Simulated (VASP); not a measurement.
# Al in VASP: a series of runs, part 2 of 2

VASP 6.6.1.

### 4 Single point, PBE+D3(BJ)

This run uses another cell than the first one: it holds 36 atoms, not 16.

INCAR reads:

```
SYSTEM = Al
PREC = Accurate
ENCUT = 400
EDIFF = 1E-6
ISMEAR = 0
SIGMA = 0.1
LREAL = Auto
LASPH = .True.
NELM = 120
ALGO = Normal
ISIF = 2
LWAVE = .False.
LCHARG = .False.
LDIPOL = .True.
IDIPOL = 3
DIPOL = 0.5 0.5 0.464
GGA = PE
IVDW = 12
NBANDS = 78
GGA_COMPAT = .False.
NELMDL = -8
```

KPOINTS reads:

```
regular mesh
0
Gamma
  3 3 1
  0 0 0
```

POSCAR reads:

```
Al
1.0
    8.4486369609      0.0000000000      0.0000000000
    0.0000000000      8.4486369609      0.0000000000
    0.0000000000      0.0000000000     23.9740884869
Al
36
Direct
    0.1666666667      0.1666666667      0.3336936044
    0.1666666667      0.5000000000      0.3336936044
    0.1666666667      0.8333333333      0.3336936044
    0.5000000000      0.1666666667      0.3336936044
    0.5000000000      0.5000000000      0.3336936044
    0.5000000000      0.8333333333      0.3336936044
    0.8333333333      0.1666666667      0.3336936044
    0.8333333333      0.5000000000      0.3336936044
    0.8333333333      0.8333333333      0.3336936044
    0.3333333333      0.3333333333      0.4167567344
    0.3333333333      0.6666666667      0.4167567344
    0.3333333333      0.0000000000      0.4167567344
    0.6666666667      0.3333333333      0.4167567344
    0.6666666667      0.6666666667      0.4167567344
    0.6666666667      0.0000000000      0.4167567344
    0.0000000000      0.3333333333      0.4167567344
    0.0000000000      0.6666666667      0.4167567344
    0.0000000000      0.0000000000      0.4167567344
    0.5002153128      0.5001219403      0.5091291335
    0.5000714481      0.8334009692      0.5089634012
    0.5000930376      0.1668457377      0.5089534019
    0.8333943350      0.5001206897      0.5091418800
    0.8334197653      0.8333613087      0.5089158734
    0.8334253047      0.1668884953      0.5089074505
    0.1667649796      0.5001369098      0.5091646814
    0.1668499471      0.8334178326      0.5090790721
    0.1668528994      0.1669531288      0.5090387766
    0.6667777431      0.6665967760      0.5965675512
    0.6668059776      0.0000395112      0.5967004304
    0.6667839251      0.3329053189      0.5967115544
   -0.0000026850      0.6670659463      0.5968672845
    0.0000051884      0.0002588249      0.5962704457
    0.0001824775      0.3334815248      0.5968571446
    0.3335805996      0.6670753940      0.5968978941
    0.3336422705      0.0002398507      0.5964767427
    0.3334456046      0.3335376713      0.5968595177
```

Potentials or basis: VASP PAW PBE potentials, release 64 (Al).

Command:

```
$ cat potpaw_PBE.64/Al/POTCAR > POTCAR
$ mpirun -np 1 vasp_std > vasp.out
```

OUTCAR:

```text
SYSTEM = Al
   PREC = Accurate
   ENCUT = 400
   EDIFF = 1E-6
   ISMEAR = 0
   LREAL = Auto
   LASPH = .True.
   NELM = 120
   ISIF = 2
   GGA = PE
   IVDW = 12
   NELMDL = -8
 IVDW          = 12

 ion  position               nearest neighbor table
   1  0.167  0.167  0.334-  10 2.82  12 2.82  16 2.82   4 2.82   2 2.82  18 2.82   3 2.82   7 2.82

   2  0.167  0.500  0.334-  10 2.82  11 2.82   5 2.82   1 2.82   3 2.82  16 2.82  17 2.82   8 2.82

   3  0.167  0.833  0.334-  11 2.82  12 2.82  17 2.82   6 2.82   2 2.82  18 2.82   1 2.82   9 2.82
[... 63 lines left out ...]
  35  0.334  0.000  0.596-  29 2.81  34 2.81  36 2.82  32 2.82  21 2.89  26 2.89  27 2.89  20 2.89

  36  0.333  0.334  0.597-  33 2.82  35 2.82  30 2.82  34 2.82  25 2.90  19 2.90  27 2.90  21 2.90

  LATTYP: Found a simple tetragonal cell.
 ALAT       =     8.4486369609
 C/A-ratio  =     2.8376279627

  Lattice vectors:

 A1 = (   8.4486369609,   0.0000000000,   0.0000000000)
 A2 = (   0.0000000000,   8.4486369609,   0.0000000000)
 A3 = (   0.0000000000,   0.0000000000,  23.9740884869)

Analysis of symmetry for initial positions (statically):
=====================================================================
 Subroutine PRICEL returns:
 Original cell was already a primitive cell.

 Routine SETGRP: Setting up the symmetry group for a
 simple tetragonal supercell.

 Subroutine GETGRP returns: Found  1 space group operations
 (whereof  1 operations were pure point group operations)
 out of a pool of 16 trial point group operations.

The static configuration has the point symmetry C_1 .

Analysis of symmetry for dynamics (positions and initial velocities):
=====================================================================
 Subroutine PRICEL returns:
 Original cell was already a primitive cell.

 Routine SETGRP: Setting up the symmetry group for a
 simple tetragonal supercell.

 Subroutine GETGRP returns: Found  1 space group operations
 (whereof  1 operations were pure point group operations)
 out of a pool of 16 trial point group operations.

The dynamic configuration has the point symmetry C_1 .

 Subroutine INISYM returns: Found  1 space group operations
 (whereof  1 operations are pure point group operations),
 and found     1 'primitive' translations

----------------------------------------------------------------------------------------

                                     Primitive cell

  volume of cell :    1711.2576

  direct lattice vectors                    reciprocal lattice vectors
     8.448636961  0.000000000  0.000000000     0.118362288  0.000000000  0.000000000
     0.000000000  8.448636961  0.000000000     0.000000000  0.118362288  0.000000000
     0.000000000  0.000000000 23.974088487     0.000000000  0.000000000  0.041711701

  length of vectors
     8.448636961  8.448636961 23.974088487     0.118362288  0.118362288  0.041711701

  position of ions in fractional coordinates (direct lattice)
     0.166666667  0.166666667  0.333693604
     0.166666667  0.500000000  0.333693604
     0.166666667  0.833333333  0.333693604
     0.500000000  0.166666667  0.333693604
     0.500000000  0.500000000  0.333693604
     0.500000000  0.833333333  0.333693604
[... 28 lines left out ...]
     0.333642271  0.000239851  0.596476743
     0.333445605  0.333537671  0.596859518

  ion indices of the primitive-cell ions
   primitive index   ion index
                 1           1
[... 73 lines left out ...]
   dimension x,y,z NGXF=   112 NGYF=  112 NGZF=  320
   ions per type =              36
   NGX,Y,Z   is equivalent  to a cutoff of  11.02, 11.02, 11.10 a.u.
   NGXF,Y,Z  is equivalent  to a cutoff of  22.04, 22.04, 22.19 a.u.
 SYSTEM =  Al
   PREC   = accura    normal or accurate (medium, high low for compatibility)
   ISTART =      0    job   : 0-new  1-cont  2-samecut
   ICHARG =      2    charge: 1-file 2-atom 10-const
   ISPIN  =      1    spin polarized calculation?
   LNONCOLLINEAR =      F non collinear calculations
   LSORBIT =      F    spin-orbit coupling
   LASPH  =      T    aspherical Exc in radial PAW
   ENCUT  =  400.0 eV  29.40 Ry    5.42 a.u.  13.78 13.78 39.10*2*pi/ulx,y,z
   NELM   =    120;   NELMIN=  2; NELMDL= -8     # of ELM steps
   EDIFF  = 0.1E-05   stopping-criterion for ELM
   LREAL  =      T    real-space projection
   EDIFFG = 0.1E-04   stopping-criterion for IOM
   NSW    =      0    number of steps for IOM
   IBRION =     -1    ionic relax: 0-MD 1-quasi-New 2-CG
   NFREE  =      0    steps in history (QN), initial steepest desc. (CG)
   ISIF   =      2    stress and relaxation
   ISYM   =      2    0-nonsym 1-usesym 2-fastsym
   POTIM  = 0.5000    time-step for ionic-motion
   TEBEG  =    0.0;   TEEND  =   0.0 temperature during run
   PSTRESS=    0.0 pullay stress
   NELECT =     108.0000    total number of electrons
   NUPDOWN=      -1.0000    fix difference up-down
   EMIN   =  10.00;   EMAX   =-10.00  energy-range for DOS
   EFERMI =   0.00;   METHOD = LEGACY
   ISMEAR =     0;   SIGMA  =   0.10  broadening in eV -4-tet -1-fermi 0-gaus
   EFERMI_NEDOS =   21; number of points for ismear=-14 and -15
   IALGO  =     38    algorithm
   IMIX   =      4    mixing-type and parameters
     AMIX     =   0.40;   BMIX     =  1.00
     AMIX_MAG =   1.60;   BMIX_MAG =  1.00
  volume/ion in A,a.u.               =      47.53       320.78
  Fermi-wavevector in a.u.,A,eV,Ry     =   0.651795  1.231714  5.780253  0.424837
  Thomas-Fermi vector in A             =   1.721509
   LORBIT       =      0    0 simple, 1 ext, 2 COOP (PROOUT), +10 PAW based schemes
   GGA     = PE    functional components
   LHFCALC =     F    Hartree Fock is set to
   AEXX    =    0.0000 exact exchange contribution
   IVDW    =    12    specifies the selected vdW correction
   LEPSILON=     F    determine dielectric tensor
   LRPA    =     F    only Hartree local field effects (RPA)
 non-spin polarized calculation
 Gauss-broadening in eV      SIGMA  =   0.10
  energy-cutoff  :      400.00
  volume of cell :     1711.26
 maximum number of plane-waves:     31106
   NGX = 27   NGY = 27   NGZ = 79

 dipolmoment           0.000000      0.000000      0.002704 electrons x Angstroem

 number of electron     108.0000000 magnetization

 dipolmoment           0.000000      0.000000     -0.014327 electrons x Angstroem

 Free energy of the ion-electron system (eV)
  ---------------------------------------------------
  ext. energy  EPLUGINS =         0.00000000
  ---------------------------------------------------
  free energy    TOTEN  =      -126.75089600 eV

  energy without entropy =     -126.71552410  energy(sigma->0) =     -126.73321005

 E-fermi :   0.0094     XC(G=0):  -4.3633

 val. band max:       -0.1456254573   @ k =   0.3333   0.0000   0.0000
 cond. band min:       0.0909324066   @ k =   0.3333   0.0000   0.0000
 fundamental gap:      0.2365578639
 Fermi energy:         0.0093820741

 k-point     1 :       0.0000    0.0000    0.0000
  band No.  band energies     occupation
      1     -10.6749      2.00000
      2      -9.4972      2.00000
      3      -8.6228      2.00000
      4      -8.6220      2.00000
      5      -8.6219      2.00000
      6      -8.6202      2.00000
[... 334 lines left out ...]
     65       1.4081      0.00000
     66       1.4177      0.00000
 [bands above 66 left out]

------------------------ aborting loop because EDIFF is reached ----------------------------------------

 vacuum level on the upper side and lower side of the slab       (xc-potential included)        -0.080        -0.056

 Edisp (eV)   -8.66492

 E8    (eV) :    -4.0235

  FORCE on cell =-STRESS in cart. coord.  units (eV):
  Direction    XX          YY          ZZ          XY          YZ          ZX
  --------------------------------------------------------------------------------------
  -------------------------------------------------------------------------------------
  Total     -29.37772   -29.37763     7.69198     0.00004     0.00131    -0.00065
  in kB     -27.50510   -27.50502     7.20167     0.00003     0.00123    -0.00061
  external pressure =      -15.94 kB  Pullay stress =        0.00 kB

 VOLUME and BASIS-vectors are now :
 -----------------------------------------------------------------------------
  energy-cutoff  :      400.00
  volume of cell :     1711.26
      direct lattice vectors                 reciprocal lattice vectors
     8.448636961  0.000000000  0.000000000     0.118362288  0.000000000  0.000000000
     0.000000000  8.448636961  0.000000000     0.000000000  0.118362288  0.000000000
     0.000000000  0.000000000 23.974088487     0.000000000  0.000000000  0.041711701

 POSITION                                       TOTAL-FORCE (eV/Angst)
 -----------------------------------------------------------------------------------
      1.40811      1.40811      8.00000        -0.000454     -0.000023     -0.441933
      1.40811      4.22432      8.00000        -0.000616     -0.000095     -0.439404
      1.40811      7.04053      8.00000        -0.000460     -0.000253     -0.441876
      4.22432      1.40811      8.00000        -0.000206     -0.000234     -0.440841
      4.22432      4.22432      8.00000        -0.000259     -0.000106     -0.438456
      4.22432      7.04053      8.00000        -0.000211     -0.000042     -0.441032
[... 28 lines left out ...]
      2.81882      0.00203     14.29999        -0.004220      0.001504      0.007966
      2.81716      2.81794     14.30916         0.002783      0.002075     -0.009529
 -----------------------------------------------------------------------------------
    total drift:                                0.000044      0.000584      0.001169

  FREE ENERGIE OF THE ION-ELECTRON SYSTEM (eV)
  ---------------------------------------------------
  free  energy   TOTEN  =      -135.4158143293 eV

  energy  without entropy=     -135.3804424290  energy(sigma->0) =     -135.39812838

 vacuum level on the upper side and lower side of the slab         4.297         4.324
```

Wall time 31 min (1 thread of Oxide Virtual Turin-like, shared host); peak memory 0.98 GiB.

What came out:

| Item | Value |
| --- | --- |
| Free energy | -135.4158 eV |
| Largest force | 0.445 eV/Å |
| Band gap on the k mesh | zero (bands 54 and 55 overlap by 0.37 eV) |
| Dispersion energy per atom | -0.241 eV |

Forces on the atoms (eV/Å):
```
Al   0.000  0.000 -0.442
Al  -0.001  0.000 -0.439
Al   0.000  0.000 -0.442
Al   0.000  0.000 -0.441
Al   0.000  0.000 -0.438
Al   0.000  0.000 -0.441
Al   0.000  0.000 -0.442
Al   0.001  0.000 -0.440
Al   0.000  0.000 -0.443
Al   0.000  0.003  0.443
Al   0.000 -0.002  0.444
Al  -0.001  0.000  0.441
Al   0.000  0.004  0.440
Al   0.000 -0.003  0.440
Al  -0.001  0.000  0.440
Al   0.001  0.003  0.444
Al   0.001 -0.003  0.445
Al   0.003  0.000  0.438
Al  -0.010 -0.002 -0.001
Al   0.002  0.001  0.005
Al   0.001  0.000  0.006
Al   0.008 -0.003 -0.002
Al   0.000  0.001  0.006
Al   0.001  0.000  0.007
Al   0.000  0.004  0.002
Al  -0.002 -0.005 -0.005
Al  -0.001  0.002 -0.003
Al   0.000  0.002  0.005
Al   0.000 -0.006 -0.009
Al   0.001  0.010 -0.003
Al   0.004 -0.005 -0.010
Al   0.003  0.000  0.018
Al  -0.003  0.003 -0.010
Al  -0.004 -0.006 -0.011
Al  -0.004  0.002  0.008
Al   0.003  0.002 -0.010
```

Levels at points of the mesh, in eV from the Fermi level:
```csv
k point,band 50,band 51,band 52,band 53,band 54,band 55,band 56,band 57,band 58,band 59
"(0.00, 0.00, 0.00)",-0.37,-0.37,-0.37,-0.37,-0.29,-0.29,-0.29,-0.28,0.21,0.21
```

### 5 Summary

```tsv
task	cell	k mesh	cutoff (eV)	atoms held fixed (from 0)	gap on the mesh (eV)
relaxation of the atoms	atoms relaxed from a = 5.632, b = 5.632, c = 22.974 Å, 16 atoms, atomic positions A	5 × 5 × 1	520	[0, 1, 2, 3, 4, 5, 6, 7]	none
relaxation of the atoms	atoms relaxed from a = 5.632, b = 5.632, c = 21.974 Å, 16 atoms, atomic positions A	4 × 4 × 1	520	[0, 1, 2, 3, 4, 5, 6, 7]	none
single point	a = 8.449, b = 8.449, c = 23.974 Å, 36 atoms, atomic positions B	3 × 3 × 1	400	-	none
```

Alike in all rows: level PBE+D3(BJ); potentials or basis VASP PAW PBE potentials, release 64 (Al); no spin polarisation; smearing gaussian 0.1 eV.

Total energies depend on the potentials used, so only differences within one code and one set of settings carry meaning.

The gap in the log of VASP goes by the Fermi energy; the results here count the filled bands.